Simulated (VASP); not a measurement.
Runs of VASP 6.6.1 on Cd. The structure is that of space group P6_3/mmc (No. 194), or close to it. The cells are those of the table. 

| cell | further INCAR settings | gap on the mesh (eV) | pressure (GPa) |
| --- | --- | --- | --- |
| a = 2.979, b = 2.979, c = 5.758 Å, angles 90.0, 90.0, 120.0°, 2 atoms | ALGO = Fast; EDIFF = 1e-06; NBANDS = 19 | none | -2.1 |
| a = 2.904, b = 2.904, c = 5.618 Å, angles 90.0, 90.0, 120.0°, 2 atoms | ALGO = Fast; EDIFF = 1e-07; NBANDS = 19 | none | 2.6 |
| a = 2.830, b = 2.830, c = 5.899 Å, angles 90.0, 90.0, 120.0°, 2 atoms | ALGO = Fast; EDIFF = 1e-06; NBANDS = 19 | none | 5.4 |
| a = 3.053, b = 3.053, c = 5.337 Å, angles 90.0, 90.0, 120.0°, 2 atoms | ALGO = Fast; EDIFF = 1e-07; NBANDS = 19 | none | (c) |
| a = 2.830, b = 2.830, c = 5.618 Å, angles 90.0, 90.0, 120.0°, 2 atoms | ALGO = Fast; EDIFF = 1e-06; NBANDS = 19 | none | 8.1 |
| a = 2.904, b = 2.904, c = 5.337 Å, angles 90.0, 90.0, 120.0°, 2 atoms | ALGO = Fast; EDIFF = 1e-07; NBANDS = 19 | none | 5.8 |
| a = 2.904, b = 2.904, c = 5.899 Å, angles 90.0, 90.0, 120.0°, 2 atoms | ALGO = Fast; EDIFF = 1e-06; NBANDS = 19 | none | 0.6 |
| a = 2.830, b = 2.830, c = 5.758 Å, angles 90.0, 90.0, 120.0°, 2 atoms | ALGO = Fast; EDIFF = 1e-07; NBANDS = 19 | none | (a) |
| a = 2.979, b = 2.979, c = 5.477 Å, angles 90.0, 90.0, 120.0°, 2 atoms | ALGO = Fast; EDIFF = 1e-06; NBANDS = 19 | none | 0.0 |
| a = 2.904, b = 2.904, c = 5.758 Å, angles 90.0, 90.0, 120.0°, 2 atoms | ALGO = Fast; EDIFF = 1e-06; NBANDS = 19 | none | 1.5 |
| a = 2.979, b = 2.979, c = 5.337 Å, angles 90.0, 90.0, 120.0°, 2 atoms | ALGO = Fast; EDIFF = 1e-06; NBANDS = 19 | none | (b) |
| a = 2.904, b = 2.904, c = 5.477 Å, angles 90.0, 90.0, 120.0°, 2 atoms | ALGO = Fast; EDIFF = 1e-06; NBANDS = 19 | none | 4.0 |

Alike in all rows: task single point; level PBEsol; potentials or basis VASP PAW PBE potentials, release 64 (Cd); no spin polarisation; k mesh 18 × 18 × 8; cutoff (eV) 520; smearing gaussian 0.15 eV.

**Question.** Estimate the missing entries.

**Answer.** (a) 6.7; (b) 1.4; (c) -1.6.

Caveats: the PAW data sets were made with another functional, which shifts forces and pressure a little; the cell stands under pressure (at least some runs); the stress differs along the axes, from -0 to 8 GPa (at least some runs); the stress differs along the axes, from 3 to 11 GPa (at least some runs); the stress differs along the axes, from 1 to 9 GPa (at least some runs).

A k mesh can miss the band edges, and the runs leave out spin-orbit coupling on Cd.

A gap of «none» marks levels without a gap at the run's occupations.
